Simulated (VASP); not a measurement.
# CeO2 (Fm-3m) in VASP: further runs, part 3 of 3

VASP 6.6.1. The steps go on from the part before.

## (5) Relaxation of cell and atoms, LDA, target pressure 10 GPa, at which the enthalpy is minimised

This run uses another cell than the first one, of 12.82 Å³/atom.

File INCAR:

```
ALGO = Normal ; EDIFF = 1E-7
EDIFFG = -0.003 ; ENCUT = 600
GGA_COMPAT = False ; IBRION = 2
ISIF = 3 ; ISMEAR = 0
LASPH = True ; LCHARG = False
LMAXMIX = 6 ; LREAL = False
LWAVE = False ; NELM = 200
NELMIN = 4 ; NSW = 80
PREC = Accurate ; PSTRESS = 100.0
SIGMA = 0.01
```

File KPOINTS:

```
k-points
0
Gamma
  8 8 8
```

File POSCAR:

```
CeO2
1.0
    0.0000000000      2.6791748915      2.6791748915
    2.6791748915      0.0000000000      2.6791748915
    2.6791748915      2.6791748915      0.0000000000
Ce O
1 2
Direct
    0.0000000000      0.0000000000      0.0000000000
    0.2500000000      0.2500000000      0.2500000000
    0.7500000000      0.7500000000      0.7500000000
```

Potentials or basis: VASP PAW LDA potentials, release 64 (Ce, O).

Run with:

```sh
> cat potpaw_LDA.64/Ce/POTCAR potpaw_LDA.64/O/POTCAR > POTCAR
> mpirun -np 1 vasp_std > vasp.out
```

OUTCAR:

```text
EDIFF = 1E-7
   EDIFFG = -0.003
   ENCUT = 600
   IBRION = 2
   ISIF = 3
   ISMEAR = 0
   LASPH = True
   LREAL = False
   NELM = 200
   NELMIN = 4
   NSW = 80
   PREC = Accurate
   PSTRESS = 100.0

 ion  position               nearest neighbor table
   1  0.000  0.000  0.000-   3 2.32   3 2.32   3 2.32   2 2.32   2 2.32   2 2.32   3 2.32   2 2.32

   2  0.250  0.250  0.250-   1 2.32   1 2.32   1 2.32   1 2.32
   3  0.750  0.750  0.750-   1 2.32   1 2.32   1 2.32   1 2.32

  LATTYP: Found a face centered cubic cell.
 ALAT       =     5.3583497830

  Lattice vectors:

 A1 = (   0.0000000000,   2.6791748915,   2.6791748915)
 A2 = (   2.6791748915,   0.0000000000,   2.6791748915)
 A3 = (   2.6791748915,   2.6791748915,   0.0000000000)

Analysis of symmetry for initial positions (statically):
=====================================================================
 Subroutine PRICEL returns:
 Original cell was already a primitive cell.

 Routine SETGRP: Setting up the symmetry group for a
 face centered cubic supercell.

 Subroutine GETGRP returns: Found 48 space group operations
[... 174 lines left out ...]
  --------------------------------------------------------------------------------------
  -------------------------------------------------------------------------------------
  Total        0.1102289      0.1102289      0.1102289      0.0000000      0.0000000      0.0000000
  in kB        4.5916953      4.5916953      4.5916953      0.0000000      0.0000000      0.0000000
  external PRESSURE =     -95.4083047 kB  Pullay stress =     100.0000000 kB
[... 104 lines left out ...]
--------------------------------------- Ionic step        4  -------------------------------------------

 number of electron      24.0000010 magnetization

 Free energy of the ion-electron system (eV)
  ---------------------------------------------------
  ext. energy  EPLUGINS =         0.00000000
  ---------------------------------------------------
  free energy    TOTEN  =       -28.80886635 eV

  energy without entropy =      -28.80886635  energy(sigma->0) =      -28.80886635

 E-fermi :   5.8250     XC(G=0): -12.1974

 val. band max:        5.7756753442   @ k =  -0.2500   0.2500   0.0000
 cond. band min:       7.8441656517   @ k =   0.5000   0.0000   0.0000
 fundamental gap:      2.0684903074
 Fermi energy:         5.8250029074

 k-point     1 :       0.0000    0.0000    0.0000
  band No.  band energies     occupation
      1     -26.3236      2.00000
      2     -10.4162      2.00000
      3      -9.4568      2.00000
      4      -8.4337      2.00000
      5      -8.4337      2.00000
      6      -8.4337      2.00000
[... 433 lines left out ...]
      3     -11.6916      2.00000
      4      -8.9769      2.00000
      5      -7.3497      2.00000
      6      -6.1558      2.00000
[... 8 lines left out ...]
     15       8.1770      0.00000
     16       8.2269      0.00000

 [... further k-points ...]

------------------------ aborting loop because EDIFF is reached ----------------------------------------

  FORCE on cell =-STRESS in cart. coord.  units (eV):
  Direction    XX          YY          ZZ          XY          YZ          ZX
  --------------------------------------------------------------------------------------
  -------------------------------------------------------------------------------------
  Total        2.2991804      2.2991804      2.2991804     -0.0000000     -0.0000000      0.0000000
  in kB       99.9562046     99.9562046     99.9562046     -0.0000000     -0.0000000      0.0000000
  external PRESSURE =      -0.0437954 kB  Pullay stress =     100.0000000 kB
[... 22 lines left out ...]
  energy  without entropy=      -28.8088663550  energy(sigma->0) =      -28.80886635

  enthalpy is  TOTEN    =       -26.5086785836 eV   P V=        2.3001877714

 reached required accuracy - stopping structural energy minimisation
```

Wall time 2 min (1 thread of Intel Xeon 8259CL, shared host); peak memory 0.18 GiB.

Results:

* Free energy: -28.8089 eV
* Relaxed volume: 12.28 Å³/atom
* Relaxed cell: a = 3.735 Å, b = 3.735 Å, c = 3.735 Å, α = 60.00°, β = 60.00°, γ = 60.00°
* Space group after relaxing (to 0.1 Å): Fm-3m (No. 225)
* Energy change on relaxing (the run minimises the enthalpy): +16.7 meV/atom
* Ionic steps: 4
* Pressure after relaxing: 10.0 GPa
* Band gap on the k mesh: 2.07 eV (least direct gap 2.20 eV)

The path:
```csv
step,energy change (eV),largest force (eV/Å),pressure (GPa),volume (Å³)
1,0.0000,0.0000,0.46,38.46
2,0.3511,0.0000,29.95,34.37
3,0.0483,0.0000,9.79,36.88
4,0.0502,0.0000,10.00,36.85
```

Final structure:
```
Ce O
1.0
     0.00000    2.64128    2.64128
     2.64128    0.00000    2.64128
     2.64128    2.64128    0.00000
Ce O
1 2
Cartesian
  5.2826 5.2826 5.2826
  1.3206 1.3206 1.3206
  3.9619 3.9619 3.9619
```

Caveat: the cell is relaxed towards a set pressure, so the run minimises the enthalpy, not the energy; spin-orbit coupling is left out, which moves the levels of the heavy elements. A k mesh can miss the band edges.

## (6) Overview

| cell | gap on the mesh (eV) | pressure (GPa) |
| --- | --- | --- |
| relaxed to 40 GPa from a = 3.648 Å, angles 60.0°, 3 atoms | 2.33 | 40.0 |
| relaxed to 30 GPa from a = 3.688 Å, angles 60.0°, 3 atoms | 2.25 | 30.0 |
| relaxed to 20 GPa from a = 3.734 Å, angles 60.0°, 3 atoms | 2.17 | 20.0 |
| relaxed to 10 GPa from a = 3.789 Å, angles 60.0°, 3 atoms | 2.07 | 10.0 |

Alike in all rows: task relaxation of cell and atoms; level LDA; potentials or basis VASP PAW LDA potentials, release 64 (Ce, O); no spin polarisation; k mesh 8 × 8 × 8; cutoff (eV) 600; smearing gaussian 0.01 eV.

Caveats: the cell is relaxed towards a set pressure, so the run minimises the enthalpy, not the energy; spin-orbit coupling is left out, which moves the levels of the heavy elements.

Absolute energies hang on the potentials; compare differences alone.
